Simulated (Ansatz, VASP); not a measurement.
# Ga3Se: VASP beside Ansatz

```
Ga Se
1.0
     4.43246    0.00000    0.00000
     0.00000    4.43246    0.00000
     0.00000    0.00000    4.43246
Ga Se
3 1
Cartesian
  0.0000 2.2162 2.2162
  2.2162 0.0000 2.2162
  2.2162 2.2162 0.0000
  0.0000 0.0000 0.0000
```

Alike in both runs: task single point; functional PBEsol; k mesh 10 × 10 × 10; occupations gaussian, width 0.3 eV; no spin polarisation.

```csv
,VASP,Ansatz
version,VASP 6.6.1,Ansatz 0.2.0
potentials or method,"VASP PAW PBE potentials, release 64 (Ga_d, Se), cutoff 520 eV","scalar-relativistic, plane waves, PAW"
valence electrons in the cell,45,55
```

VASP gave:

| Property | Result |
| --- | --- |
| gap on the k mesh at the Fermi level (eV) | none |
| pressure (GPa) | -3.6 |

What did Ansatz give for the same quantities?

gap on the k mesh at the Fermi level (eV): none; pressure (GPa): -3.7.

VASP's potentials were made for PBE, not for PBEsol. A gap of «none» marks a metal or a gap that the smearing closes. VASP's potentials hold 45 valence electrons a cell and Ansatz's 55, so a difference there can come from the potentials and not from the codes.
